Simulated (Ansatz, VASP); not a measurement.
# Zn4SeO3: VASP beside Ansatz

```
Zn Se O
1.0
     6.93615    0.00000    0.00000
    -3.46808    6.00689    0.00000
     0.00000    0.00000    5.60618
Zn Se O
8 2 6
Direct
  0.33333 0.66667 0.44891
  0.29455 0.14728 0.35897
  0.85272 0.70545 0.35897
  0.85272 0.14728 0.35897
  0.66667 0.33333 0.94891
  0.14728 0.29455 0.85897
  0.70545 0.85272 0.85897
  0.14728 0.85272 0.85897
  0.66667 0.33333 0.51056
  0.33333 0.66667 0.01056
  0.16017 0.32033 0.50287
  0.16017 0.83983 0.50287
  0.67967 0.83983 0.50287
  0.32033 0.16017 0.00287
  0.83983 0.67967 0.00287
  0.83983 0.16017 0.00287
```

Alike in both runs: task single point; functional PBE; k mesh 6 × 6 × 6; occupations gaussian, width 0.02 eV; no spin polarisation.

|  | VASP | Ansatz |
| --- | --- | --- |
| version | VASP 6.6.1 | Ansatz 0.2.0 |
| potentials or method | VASP PAW PBE potentials, release 64 (Zn, Se, O), cutoff 600 eV | scalar-relativistic, plane waves, PAW |
| valence electrons in the cell | 144 | 164 |

|  | VASP | Ansatz | Ansatz less VASP |
| --- | --- | --- | --- |
| gap on the k mesh at the Fermi level (eV) | 0.58 | 0.59 | +0.009 |
| least direct gap on the mesh (eV) | 0.58 | 0.59 | +0.009 |
| pressure (GPa) | 0.5 | 0.0 | -0.50 |
| traceless stress, the component that is largest in VASP (GPa) | 0.11 | 0.02 | -0.088 |
| rms of the force components (eV/Å) | 0.012 | 0.000 | -0.0117 |

Atom by atom the forces differ by 0.012 eV/Å (rms over components). VASP's potentials hold 144 valence electrons a cell and Ansatz's 164, so a difference there can come from the potentials and not from the codes.
